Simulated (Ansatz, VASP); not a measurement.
## CuI: VASP beside Ansatz

```
Cu I
1.0
     0.00000    3.03150    3.03150
     3.03150    0.00000    3.03150
     3.03150    3.03150    0.00000
Cu I
1 1
Cartesian
  1.5157 1.5157 1.5157
  0.0000 0.0000 0.0000
```

Alike in both runs: task single point; functional LDA; k mesh 6 × 6 × 6; no spin polarisation.

|  | VASP | Ansatz |
| --- | --- | --- |
| version | VASP 6.6.1 | Ansatz 0.2.0 |
| potentials or method | VASP PAW LDA potentials, release 64 (Cu, I) | plane waves, PAW |
| plane-wave cutoff (eV) | 520 | 420 |
| occupations | gaussian, width 0.01 eV | fixed |
| valence electrons in the cell | 18 | 36 |

Ansatz gave:

| Item | Value |
| --- | --- |
| gap on the k mesh at the Fermi level (eV) | 0.94 |

Question: What did VASP give for the same quantities?

Answer: gap on the k mesh at the Fermi level (eV): 1.00.

LDA's correlation is that of Perdew and Zunger in VASP and of Perdew and Wang (1992) in Ansatz. VASP's potentials hold 18 valence electrons a cell and Ansatz's 36, so a difference there can come from the potentials and not from the codes.

Spin-orbit coupling is off throughout.
